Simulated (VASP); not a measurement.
# La (Fm-3m) in VASP: single point with PBE

Aim: the single point of La with PBE.

Everything below comes from runs of VASP 6.6.1. Logs are shortened: lines on timing, memory, paths and dates and some standing lists are left out, and cuts for length are marked.

### Step 1. The cell of the first run

The structure is cubic, space group Fm-3m (No. 225). The conventional cell has a = 5.272 Å, b = 5.272 Å, c = 5.272 Å, α = 90.00°, β = 90.00°, γ = 90.00°. La (site symmetry m-3m) has 12 La at 3.73 Å within 4.9 Å.

This isn't the form of La at room conditions, which is double hcp.

### Step 2. Single point, PBE (36.64 Å³/atom)

INCAR

```
SYSTEM = La
PREC = Accurate ; ENCUT = 520
EDIFF = 1E-7 ; ISMEAR = 0
SIGMA = 0.05 ; LREAL = .False.
LASPH = .True. ; NELM = 60
ALGO = Fast ; ISIF = 2
LWAVE = .False. ; LCHARG = .True.
GGA = PE ; LELF = .True.
LVHAR = .True. ; NBANDS = 12
```

KPOINTS

```
Automatic mesh
0
Gamma
  12 12 12
  0 0 0
```

POSCAR

```
La
1.0
    0.0000000000      2.6362201090      2.6362201090
    2.6362201090      0.0000000000      2.6362201090
    2.6362201090      2.6362201090      0.0000000000
La
1
Direct
    0.0000000000      0.0000000000      0.0000000000
```

Potentials or basis: VASP PAW PBE potentials, release 64 (La).

On the command line:

```sh
$ cat potpaw_PBE.64/La/POTCAR > POTCAR
$ mpirun -np 1 vasp_std > vasp.out
```

OUTCAR:

```text
SYSTEM = La
   PREC = Accurate
   ENCUT = 520
   EDIFF = 1E-7
   ISMEAR = 0
   LREAL = .False.
   LASPH = .True.
   NELM = 60
   ISIF = 2
   GGA = PE

 ion  position               nearest neighbor table
   1  0.000  0.000  0.000-

  LATTYP: Found a face centered cubic cell.
 ALAT       =     5.2724402180

  Lattice vectors:

 A1 = (   0.0000000000,   2.6362201090,   2.6362201090)
 A2 = (   2.6362201090,   0.0000000000,   2.6362201090)
 A3 = (   2.6362201090,   2.6362201090,   0.0000000000)

Analysis of symmetry for initial positions (statically):
=====================================================================
 Subroutine PRICEL returns:
 Original cell was already a primitive cell.

 Routine SETGRP: Setting up the symmetry group for a
 face centered cubic supercell.

 Subroutine GETGRP returns: Found 48 space group operations
 (whereof 48 operations were pure point group operations)
 out of a pool of 48 trial point group operations.

The static configuration has the point symmetry O_h .

Analysis of symmetry for dynamics (positions and initial velocities):
=====================================================================
 Subroutine PRICEL returns:
 Original cell was already a primitive cell.

 Routine SETGRP: Setting up the symmetry group for a
 face centered cubic supercell.

 Subroutine GETGRP returns: Found 48 space group operations
 (whereof 48 operations were pure point group operations)
 out of a pool of 48 trial point group operations.

The dynamic configuration has the point symmetry O_h .

 Subroutine INISYM returns: Found 48 space group operations
 (whereof 48 operations are pure point group operations),
 and found     1 'primitive' translations

----------------------------------------------------------------------------------------

                                     Primitive cell

  volume of cell :      36.6416

  direct lattice vectors                    reciprocal lattice vectors
     0.000000000  2.636220109  2.636220109    -0.189665498  0.189665498  0.189665498
     2.636220109  0.000000000  2.636220109     0.189665498 -0.189665498  0.189665498
     2.636220109  2.636220109  0.000000000     0.189665498  0.189665498 -0.189665498

  length of vectors
     3.728178232  3.728178232  3.728178232     0.328510279  0.328510279  0.328510279

  position of ions in fractional coordinates (direct lattice)
     0.000000000  0.000000000  0.000000000

  ion indices of the primitive-cell ions
   primitive index   ion index
                 1           1

----------------------------------------------------------------------------------------

 KPOINTS: Automatic mesh

Automatic generation of k-mesh.
 Grid dimensions read from file:
 generate k-points for:   12   12   12

 Generating k-lattice:

  Cartesian coordinates                     Fractional coordinates (reciprocal lattice)
    -0.015805458  0.015805458  0.015805458     0.083333333  0.000000000  0.000000000
     0.015805458 -0.015805458  0.015805458     0.000000000  0.083333333  0.000000000
     0.015805458  0.015805458 -0.015805458     0.000000000  0.000000000  0.083333333

  Length of vectors
     0.027375857  0.027375857  0.027375857

  Shift w.r.t. Gamma in fractional coordinates (k-lattice)
     0.000000000  0.000000000  0.000000000

 Subroutine IBZKPT returns following result:
 ===========================================

 Found     72 irreducible k-points:

 Following reciprocal coordinates:
            Coordinates               Weight
  0.000000  0.000000  0.000000      1.000000
  0.083333  0.000000  0.000000      8.000000
  0.166667  0.000000  0.000000      8.000000
  0.250000  0.000000  0.000000      8.000000
  0.333333  0.000000  0.000000      8.000000
  0.416667  0.000000  0.000000      8.000000
[... 16 lines left out ...]
  0.500000  0.166667  0.000000     24.000000
 -0.416667  0.166667  0.000000     24.000000
 [... further k-points ...]
   k-points           NKPTS =     72   k-points in BZ     NKDIM =     72   number of bands    NBANDS=     12
   number of dos      NEDOS =    301   number of ions     NIONS =      1
   total plane-waves  NPLWV =  21952
   dimension x,y,z NGX =    28 NGY =   28 NGZ =   28
   dimension x,y,z NGXF=    56 NGYF=   56 NGZF=   56
   ions per type =               1
   NGX,Y,Z   is equivalent  to a cutoff of  12.49, 12.49, 12.49 a.u.
   NGXF,Y,Z  is equivalent  to a cutoff of  24.97, 24.97, 24.97 a.u.
 SYSTEM =  La
   PREC   = accura    normal or accurate (medium, high low for compatibility)
   ISTART =      0    job   : 0-new  1-cont  2-samecut
   ICHARG =      2    charge: 1-file 2-atom 10-const
   ISPIN  =      1    spin polarized calculation?
   LNONCOLLINEAR =      F non collinear calculations
   LSORBIT =      F    spin-orbit coupling
   LASPH  =      T    aspherical Exc in radial PAW
   ENCUT  =  520.0 eV  38.22 Ry    6.18 a.u.   6.93  6.93  6.93*2*pi/ulx,y,z
   NELM   =     60;   NELMIN=  2; NELMDL= -5     # of ELM steps
   EDIFF  = 0.1E-06   stopping-criterion for ELM
   LREAL  =      F    real-space projection
   EDIFFG = 0.1E-05   stopping-criterion for IOM
   NSW    =      0    number of steps for IOM
   IBRION =     -1    ionic relax: 0-MD 1-quasi-New 2-CG
   NFREE  =      0    steps in history (QN), initial steepest desc. (CG)
   ISIF   =      2    stress and relaxation
   ISYM   =      2    0-nonsym 1-usesym 2-fastsym
   POTIM  = 0.5000    time-step for ionic-motion
   TEBEG  =    0.0;   TEEND  =   0.0 temperature during run
   PSTRESS=    0.0 pullay stress
   NELECT =      11.0000    total number of electrons
   NUPDOWN=      -1.0000    fix difference up-down
   EMIN   =  10.00;   EMAX   =-10.00  energy-range for DOS
   EFERMI =   0.00;   METHOD = LEGACY
   ISMEAR =     0;   SIGMA  =   0.05  broadening in eV -4-tet -1-fermi 0-gaus
   EFERMI_NEDOS =   21; number of points for ismear=-14 and -15
   IALGO  =     68    algorithm
   IMIX   =      4    mixing-type and parameters
     AMIX     =   0.40;   BMIX     =  1.00
     AMIX_MAG =   1.60;   BMIX_MAG =  1.00
  volume/ion in A,a.u.               =      36.64       247.27
  Fermi-wavevector in a.u.,A,eV,Ry     =   1.096177  2.071474 16.348818  1.201604
  Thomas-Fermi vector in A             =   2.232514
   LORBIT       =      0    0 simple, 1 ext, 2 COOP (PROOUT), +10 PAW based schemes
   GGA     = PE    functional components
   LHFCALC =     F    Hartree Fock is set to
   AEXX    =    0.0000 exact exchange contribution
   IVDW    =     0    specifies the selected vdW correction
   LEPSILON=     F    determine dielectric tensor
   LRPA    =     F    only Hartree local field effects (RPA)
 non-spin polarized calculation
 RMM-DIIS sequential band-by-band and
 Gauss-broadening in eV      SIGMA  =   0.05
  energy-cutoff  :      520.00
  volume of cell :       36.64
 maximum number of plane-waves:      1004
   NGX = 13   NGY = 13   NGZ = 13

 number of electron      10.9999998 magnetization

 Free energy of the ion-electron system (eV)
  ---------------------------------------------------
  ext. energy  EPLUGINS =         0.00000000
  ---------------------------------------------------
  free energy    TOTEN  =        -4.88429861 eV

  energy without entropy =       -4.88225818  energy(sigma->0) =       -4.88327839

 E-fermi :   7.9761     XC(G=0):  -9.6141

 val. band max:        7.9710727213   @ k =  -0.1667   0.2500   0.0833
 cond. band min:       8.0139740486   @ k =  -0.4167   0.2500   0.0000
 fundamental gap:      0.0429013273
 Fermi energy:         7.9761346124

 k-point     1 :       0.0000    0.0000    0.0000
  band No.  band energies     occupation
      1     -24.8462      2.00000
      2      -7.8144      2.00000
      3      -7.8144      2.00000
      4      -7.8144      2.00000
      5       4.8278      2.00000
      6       9.3151      0.00000
      7       9.4960      0.00000
      8       9.4960      0.00000
      9       9.4960      0.00000
     10       9.8261      0.00000
     11       9.8261      0.00000
     12       9.8261      0.00000

 k-point     2 :       0.0833    0.0000    0.0000
  band No.  band energies     occupation
      1     -24.8328      2.00000
      2      -7.9238      2.00000
      3      -7.8271      2.00000
      4      -7.8271      2.00000
      5       5.0384      2.00000
      6       8.9265      0.00000
      7       9.5213      0.00000
      8       9.5213      0.00000
      9       9.7382      0.00000
     10       9.8276      0.00000
     11       9.8276      0.00000
     12       9.8856      0.00000

 k-point     3 :       0.1667    0.0000    0.0000
  band No.  band energies     occupation
      1     -24.7959      2.00000
      2      -8.2109      2.00000
      3      -7.8614      2.00000
      4      -7.8614      2.00000
      5       5.5768      2.00000
      6       8.5472      0.00000
      7       9.5515      0.00000
      8       9.5515      0.00000
      9       9.6908      0.00000
     10       9.8329      0.00000
     11       9.8329      0.00000
     12      10.1505      0.00000
[... 286 lines left out ...]
 k-point    23 :       0.5000    0.1667    0.0000
  band No.  band energies     occupation
      1     -24.6228      2.00000
      2      -9.1126      2.00000
      3      -8.2287      2.00000
      4      -8.0829      2.00000
      5       6.8630      2.00000
      6       8.1709      0.00000
      7       9.2805      0.00000
      8       9.6214      0.00000
      9       9.8870      0.00000
     10       9.8942      0.00000
     11      10.0769      0.00000
     12      10.2889      0.00000

 k-point    24 :      -0.4167    0.1667    0.0000
  band No.  band energies     occupation
      1     -24.6193      2.00000
      2      -9.1252      2.00000
      3      -8.2776      2.00000
      4      -8.0519      2.00000
      5       6.9351      2.00000
      6       8.1711      0.00000
      7       9.5534      0.00000
      8       9.5623      0.00000
      9       9.7967      0.00000
     10       9.8503      0.00000
     11      10.0975      0.00000
     12      10.3148      0.00000

 [... further k-points ...]

------------------------ aborting loop because EDIFF is reached ----------------------------------------

  FORCE on cell =-STRESS in cart. coord.  units (eV):
  Direction    XX          YY          ZZ          XY          YZ          ZX
  --------------------------------------------------------------------------------------
  -------------------------------------------------------------------------------------
  Total        0.0117903      0.0117903      0.0117903     -0.0000000      0.0000000      0.0000000
  in kB        0.5155387      0.5155387      0.5155387     -0.0000000      0.0000000      0.0000000
  external PRESSURE =       0.5155387 kB  Pullay stress =       0.0000000 kB

 VOLUME and BASIS-vectors are now :
 -----------------------------------------------------------------------------
  energy-cutoff  :      520.00
  volume of cell :       36.64
      direct lattice vectors                 reciprocal lattice vectors
     0.000000000  2.636220109  2.636220109    -0.189665498  0.189665498  0.189665498
     2.636220109  0.000000000  2.636220109     0.189665498 -0.189665498  0.189665498
     2.636220109  2.636220109  0.000000000     0.189665498  0.189665498 -0.189665498

 POSITION                                       TOTAL-FORCE (eV/Angst)
 -----------------------------------------------------------------------------------
      0.00000      0.00000      0.00000         0.000000      0.000000      0.000000
 -----------------------------------------------------------------------------------
    total drift:                               -0.000000      0.000000      0.000000

  FREE ENERGIE OF THE ION-ELECTRON SYSTEM (eV)
  ---------------------------------------------------
  free  energy   TOTEN  =        -4.8842986123 eV

  energy  without entropy=       -4.8822581771  energy(sigma->0) =       -4.88327839
```

Run time: 3.4 min. Hardware: 1 thread of AMD EPYC 7R13, shared host; peak memory 0.16 GiB.

What came out:

| Quantity | Value |
| --- | --- |
| Free energy | -4.8843 eV |
| Pressure | 0.1 GPa |
| Band gap on the k mesh | zero (an odd number of electrons rules out a gap without spin polarisation) |

Caveat: spin-orbit coupling is left out, which moves the levels of the heavy elements.
